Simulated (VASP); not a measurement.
HgTe: relaxation of cell and atoms with PBEsol

Crystal: HgTe.

```
Hg Te
1.0
    -3.04560    3.04560    1.55941
     3.04560   -3.04560    1.55941
     3.04560    3.04560   -1.55941
Hg Te
1 1
Direct
  0.75000 0.25000 0.50000
  0.00000 0.00000 0.00000
```

```json
{
 "Program": "VASP 6.6.1",
 "Task": "relaxation of cell and atoms",
 "Functional": "PBEsol",
 "Potentials or basis": "VASP PAW PBE potentials, release 64 (Hg, Te)",
 "Cutoff": "600 eV",
 "k mesh": "10 × 10 × 10",
 "Occupations": "fermi-dirac, width 0.05 eV",
 "Spin": "no spin polarisation",
 "Target pressure": "5 GPa",
 "Dipole correction": "no",
 "Further INCAR settings": "ALGO = Normal; EDIFF = 1e-06; IBRION = 2; EDIFFG = -0.01; NSW = 60; ISIF = 3"
}
```

```yaml
Relaxed_volume: 24.80 Å³/atom
Relaxed_cell: a = 4.283 Å, b = 4.283 Å, c = 4.283 Å, α = 97.60°, β = 97.60°, γ = 137.34°
Space_group_after_relaxing_to_0.05_Å: I-4m2 (No. 119)
Energy_change_on_relaxing_the_enthalpy_is_what_falls: -24.5 meV/atom
Ionic_steps: 11
Pressure_after_relaxing: 5.0 GPa
Band_gap_on_the_k_mesh: zero (band 9 reaches 8.17 eV, above the bottom of band 10 at 3.86 eV)
```

The path:
| step | energy change (eV) | largest force (eV/Å) | pressure (GPa) | volume (Å³) |
| --- | --- | --- | --- | --- |
| 1 | 0.0000 | 0.0000 | -3.18 | 57.86 |
| 2 | 0.1362 | 0.0000 | 11.68 | 46.32 |
| 3 | -0.0078 | 0.0000 | 5.70 | 49.30 |
| 4 | -0.0312 | 0.0000 | 5.91 | 49.08 |
| 5 | -0.0313 | 0.0000 | 5.91 | 49.09 |
| 6 | -0.0613 | 0.0000 | 4.37 | 50.02 |
| 7 | -0.0494 | 0.0000 | 4.90 | 49.62 |
| 8 | -0.0478 | 0.0000 | 5.08 | 49.57 |
| 9 | -0.0486 | 0.0000 | 5.07 | 49.59 |
| 10 | -0.0490 | 0.0000 | 5.04 | 49.60 |
| 11 | -0.0490 | 0.0000 | 5.03 | 49.61 |

Final structure:
```
CELL_PARAMETERS angstrom
-2.82139 2.82139 1.55791
2.82139 -2.82139 1.55791
2.82139 2.82139 -1.55791
ATOMIC_POSITIONS crystal
Hg 0.75000 0.25000 0.50000
Te 0.00000 0.00000 0.00000
```

Levels at points of the mesh, in eV from the Fermi level:
```
           k point  band 7  band 8  band 9  band 10  band 11  band 12
(0.00, 0.00, 0.00)   -3.03   -2.79   -2.79     3.16     4.59     7.94
(0.50, 0.00, 0.00)   -5.04   -2.39   -1.71    -0.67     3.37     3.68
(0.50, 0.50, 0.00)   -6.74   -0.56    2.02     2.37     2.59     3.40
(0.50, 0.50, 0.50)   -5.37   -5.37   -4.94     2.59     6.10     9.77
```

Wall time 4.4 min on 1 thread of Intel(R) Xeon(R) 6975P-C (Granite Rapids), on a shared host, peak memory 0.31 GiB.

Caveat: the cell is relaxed towards a set pressure, so the enthalpy falls and the energy may rise; the PAW data sets were made with another functional, which shifts forces and pressure a little; spin-orbit coupling is left out, which moves the levels of the heavy elements.
